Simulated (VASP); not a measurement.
# Ga8N7O (a cell with a defect) in VASP: single point with PBE

Aim: the single point of Ga8N7O (a cell with a defect) with PBE.

Everything below comes from runs of VASP 6.6.1. Logs are shortened: lines on timing, memory, paths and dates and some standing lists are left out, and cuts for length are marked.

## (1) The cell of the first run

The cell holds a defect, 16 atoms: a = 5.243 Å, b = 6.437 Å, c = 6.437 Å, α = 120.00°, β = 90.00°, γ = 90.00°.

## (2) Single point, PBE

INCAR reads:

```
SYSTEM = Ga8N7O
  ALGO = Normal
  EDIFF = 1E-6
  ENCUT = 520
  GGA = PE
  ISIF = 2
  ISMEAR = 0
  LASPH = .True.
  LCHARG = .False.
  LREAL = Auto
  LWAVE = .False.
  NBANDS = 86
  NELECT = 144.0
  NELM = 60
  PREC = Accurate
  SIGMA = 0.01
```

KPOINTS reads:

```
k-points
0
Gamma
  3 3 3
  0 0 0
```

POSCAR reads:

```
Ga8N7O
1.0
    0.0000000000      0.0000000000      5.2431684049
    3.2183708151      5.5743817694      0.0000000000
   -6.4367416303      0.0000000000      0.0000000000
Ga O N
8 1 7
Direct
    0.4812689721      0.1692251447      0.3342777544
    0.4981357936      0.1665389514      0.8329254912
    0.4981303678      0.6705381226      0.3369280653
    0.4981450522      0.6705273418      0.8329384364
    1.0028064499      0.3422727186      0.6803817502
    1.0027813991      0.3422662338      0.1611989263
    1.0021365427      0.8358652824      0.6675867530
    1.0028230881      0.8231040668      0.1612138938
    0.8747354324      0.1692191524      0.3342658123
    0.8744143343      0.1679517159      0.8336313777
    0.8744139628      0.6698320764      0.3355076332
    0.8744229758      0.6698347456      0.8336415600
    0.3758599632      0.3355769923      0.6670073699
    0.3758499507      0.3355767153      0.1678869753
    0.3758724709      0.8358652638      0.6676011224
    0.3758627863      0.8364744118      0.1679000085
```

Potentials or basis: VASP PAW PBE potentials, release 64 (Ga_d, O, N).

Launch:

```console
$ cat potpaw_PBE.64/Ga_d/POTCAR potpaw_PBE.64/O/POTCAR potpaw_PBE.64/N/POTCAR > POTCAR
$ mpirun -np 1 vasp_std > vasp.out
```

OUTCAR:

```text
SYSTEM = Ga8N7O
   EDIFF = 1E-6
   ENCUT = 520
   GGA = PE
   ISIF = 2
   ISMEAR = 0
   LASPH = .True.
   LREAL = Auto
   NELECT = 144.0
   NELM = 60
   PREC = Accurate

 ion  position               nearest neighbor table
   1  0.481  0.169  0.334-  13 1.94  14 1.94  16 1.94   9 2.06
   2  0.498  0.167  0.833-  15 1.95  10 1.97  13 1.97  14 1.97
   3  0.498  0.671  0.337-  15 1.95  11 1.97  16 1.97  14 1.97
   4  0.498  0.671  0.833-  15 1.95  12 1.97  13 1.97  16 1.97
   5  0.003  0.342  0.680-  12 1.95  10 1.95  13 1.96   9 2.04
   6  0.003  0.342  0.161-  11 1.95  10 1.95  14 1.96   9 2.04
[... 8 lines left out ...]
  15  0.376  0.836  0.668-   3 1.95   2 1.95   4 1.95   7 1.96
  16  0.376  0.836  0.168-   1 1.94   8 1.96   3 1.97   4 1.97

  LATTYP: Found a hexagonal cell.
 ALAT       =     6.4367416302
 C/A-ratio  =     0.8145687222

  Lattice vectors:

 A1 = (   3.2183708151,   5.5743817694,   0.0000000000)
 A2 = (  -6.4367416303,   0.0000000000,   0.0000000000)
 A3 = (   0.0000000000,   0.0000000000,   5.2431684049)

Analysis of symmetry for initial positions (statically):
=====================================================================
 Subroutine PRICEL returns:
 Original cell was already a primitive cell.

 Routine SETGRP: Setting up the symmetry group for a
 hexagonal supercell.

 Subroutine GETGRP returns: Found  1 space group operations
 (whereof  1 operations were pure point group operations)
 out of a pool of 24 trial point group operations.

The static configuration has the point symmetry C_1 .

Analysis of symmetry for dynamics (positions and initial velocities):
=====================================================================
 Subroutine PRICEL returns:
 Original cell was already a primitive cell.

 Routine SETGRP: Setting up the symmetry group for a
 hexagonal supercell.

 Subroutine GETGRP returns: Found  1 space group operations
 (whereof  1 operations were pure point group operations)
 out of a pool of 24 trial point group operations.

The dynamic configuration has the point symmetry C_1 .

 Subroutine INISYM returns: Found  1 space group operations
 (whereof  1 operations are pure point group operations),
 and found     1 'primitive' translations

----------------------------------------------------------------------------------------

                                     Primitive cell

  volume of cell :     188.1294

  direct lattice vectors                    reciprocal lattice vectors
[... 110 lines left out ...]
   ISIF   =      2    stress and relaxation
   ISYM   =      2    0-nonsym 1-usesym 2-fastsym
   POTIM  = 0.5000    time-step for ionic-motion
   TEBEG  =    0.0;   TEEND  =   0.0 temperature during run
   PSTRESS=    0.0 pullay stress
   NELECT =     144.0000    total number of electrons
   NUPDOWN=      -1.0000    fix difference up-down
   EMIN   =  10.00;   EMAX   =-10.00  energy-range for DOS
   EFERMI =   0.00;   METHOD = LEGACY
   ISMEAR =     0;   SIGMA  =   0.01  broadening in eV -4-tet -1-fermi 0-gaus
   EFERMI_NEDOS =   21; number of points for ismear=-14 and -15
   IALGO  =     38    algorithm
   IMIX   =      4    mixing-type and parameters
     AMIX     =   0.40;   BMIX     =  1.00
     AMIX_MAG =   1.60;   BMIX_MAG =  1.00
  volume/ion in A,a.u.               =      11.76        79.35
  Fermi-wavevector in a.u.,A,eV,Ry     =   1.497534  2.829930 30.512550  2.242609
  Thomas-Fermi vector in A             =   2.609410
   LORBIT       =      0    0 simple, 1 ext, 2 COOP (PROOUT), +10 PAW based schemes
   GGA     = PE    functional components
   LHFCALC =     F    Hartree Fock is set to
   AEXX    =    0.0000 exact exchange contribution
   IVDW    =     0    specifies the selected vdW correction
   LEPSILON=     F    determine dielectric tensor
   LRPA    =     F    only Hartree local field effects (RPA)
 non-spin polarized calculation
 Gauss-broadening in eV      SIGMA  =   0.01
  energy-cutoff  :      520.00
  volume of cell :      188.13
 maximum number of plane-waves:      5076
 NGX is ok and might be reduce to    40
   NGX = 19   NGY = 23   NGZ = 23

 number of electron     143.9999985 magnetization

 Free energy of the ion-electron system (eV)
  ---------------------------------------------------
  ext. energy  EPLUGINS =         0.00000000
  ---------------------------------------------------
  free energy    TOTEN  =      -102.43723937 eV

  energy without entropy =     -102.43723937  energy(sigma->0) =     -102.43723937

 E-fermi :   4.9095     XC(G=0): -11.4213

 val. band max:        4.8438949585   @ k =   0.0000   0.0000   0.0000
 cond. band min:       6.2276503243   @ k =   0.0000   0.0000   0.0000
 fundamental gap:      1.3837553658
 Fermi energy:         4.9095036469

 k-point     1 :       0.0000    0.0000    0.0000
  band No.  band energies     occupation
      1     -13.8279      2.00000
      2     -10.6309      2.00000
      3     -10.0024      2.00000
      4     -10.0022      2.00000
      5     -10.0001      2.00000
      6      -9.8468      2.00000
[... 1207 lines left out ...]
     83      12.1270      0.00000
     84      12.2926      0.00000
 [bands above 84 left out]

------------------------ aborting loop because EDIFF is reached ----------------------------------------

  FORCE on cell =-STRESS in cart. coord.  units (eV):
  Direction    XX          YY          ZZ          XY          YZ          ZX
  --------------------------------------------------------------------------------------
  -------------------------------------------------------------------------------------
  Total       -9.4952731     -9.4999694    -10.0554569     -0.0013227     -0.0005510      0.0004895
  in kB      -80.8651596    -80.9051556    -85.6358863     -0.0112650     -0.0046929      0.0041692
  external PRESSURE =     -82.4687339 kB  Pullay stress =       0.0000000 kB

 VOLUME and BASIS-vectors are now :
 -----------------------------------------------------------------------------
  energy-cutoff  :      520.00
  volume of cell :      188.13
      direct lattice vectors                 reciprocal lattice vectors
     0.000000000  0.000000000  5.243168405     0.000000000  0.000000000  0.190724372
     3.218370815  5.574381769  0.000000000     0.000000000  0.179392091  0.000000000
    -6.436741630  0.000000000  0.000000000    -0.155358108  0.089696045  0.000000000

 POSITION                                       TOTAL-FORCE (eV/Angst)
 -----------------------------------------------------------------------------------
     -1.60703      0.94333      2.52337         0.002172      0.000138     -0.046881
     -4.82534      0.92835      2.61181         0.000245     -0.005251     -0.000603
     -0.01068      3.73784      2.61178        -0.003102      0.002322     -0.000551
     -3.20340      3.73778      2.61186         0.002134      0.003259     -0.001071
     -3.27788      1.90796      0.01471        -0.034847      0.018194      0.014430
      0.06394      1.90792      0.01458         0.032880      0.018707      0.016293
[... 8 lines left out ...]
     -1.60705      4.65943      1.97076        -0.000055     -0.000467     -0.002316
      1.61136      4.66283      1.97071        -0.000193      0.006189      0.004313
 -----------------------------------------------------------------------------------
    total drift:                                0.000648     -0.001946      0.002517

  FREE ENERGIE OF THE ION-ELECTRON SYSTEM (eV)
  ---------------------------------------------------
  free  energy   TOTEN  =      -102.4372393675 eV

  energy  without entropy=     -102.4372393675  energy(sigma->0) =     -102.43723937
```

stdout:

```text
POSCAR found type information on POSCAR GaO N
 POSCAR found :  3 types and      16 ions
 scaLAPACK will be used
 LDA part: xc-table for (Slater+PW92), standard interpolation
 POSCAR, INCAR and KPOINTS ok, starting setup
 FFT: planning ... GRIDC
 FFT: planning ... GRID_SOFT
 FFT: planning ... GRID
 WAVECAR not read
 entering main loop
 the old and the new charge density differ
 old charge density:   145.00000 new  144.00000
    0.209E+01
```

Wall time 11 min (1 thread of Intel Xeon 8259CL, shared host); peak memory 0.38 GiB.

What came out:

| Item | Value |
| --- | --- |
| Free energy | -102.4372 eV |
| Largest force | 0.047 eV/Å |

Forces on the atoms (eV/Å):
```
Ga   0.002  0.000 -0.047
Ga   0.000 -0.005 -0.001
Ga  -0.003  0.002 -0.001
Ga   0.002  0.003 -0.001
Ga  -0.035  0.018  0.014
Ga   0.033  0.019  0.016
Ga   0.001  0.003  0.002
Ga   0.000 -0.038  0.013
O    0.000 -0.002  0.000
N    0.001 -0.001 -0.001
N   -0.001  0.002 -0.002
N    0.001  0.002 -0.002
N    0.004 -0.003  0.003
N   -0.005 -0.004  0.003
N    0.000  0.000 -0.002
N    0.000  0.006  0.004
```

Levels at points of the mesh, in eV from the Fermi level:
```tsv
k point	band 68	band 69	band 70	band 71	band 72	band 73	band 74	band 75	band 76	band 77
(0.00, 0.00, 0.00)	-0.97	-0.88	-0.22	-0.07	-0.07	1.32	3.82	4.62	5.23	5.23
```

Caveat: the cell carries a net charge on a neutralising background, which shifts energy and pressure; the cell is charged against a uniform background, so pressure and absolute levels hang on convention.
